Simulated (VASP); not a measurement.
A run of VASP 6.6.1 is set up as follows.

The input INCAR:

```
  PREC = Accurate
  ENCUT = 520
  EDIFF = 1E-6
  ISMEAR = -1
  SIGMA = 0.05
  LREAL = False
  LASPH = True
  NELM = 60
  ALGO = Normal
  ISIF = 2
  LWAVE = False
  LCHARG = False
  GGA = CA
  NBANDS = 15
```

File KPOINTS:

```
regular mesh
0
Gamma
  10 10 10
```

File POSCAR:

```
CaO
1.0
    0.0000000000      2.3539518073      2.3539518073
    2.3539518073      0.0000000000      2.3539518073
    2.3539518073      2.3539518073      0.0000000000
Ca O
1 1
Direct
    0.0000000000      0.0000000000      0.0000000000
    0.5000000000      0.5000000000      0.5000000000
```

Potentials or basis: VASP PAW LDA potentials, release 64 (Ca_sv, O).

Run with:

```bash
$ cat potpaw_LDA.64/Ca_sv/POTCAR potpaw_LDA.64/O/POTCAR > POTCAR
$ mpirun -np 1 vasp_std > vasp.out
```

Q: What does it give for the pressure?

A: 1.0 GPa.

Q: Estimate the band gap on the k mesh.

A: 3.42 eV (least direct gap 3.78 eV).

A k mesh can miss the band edges.
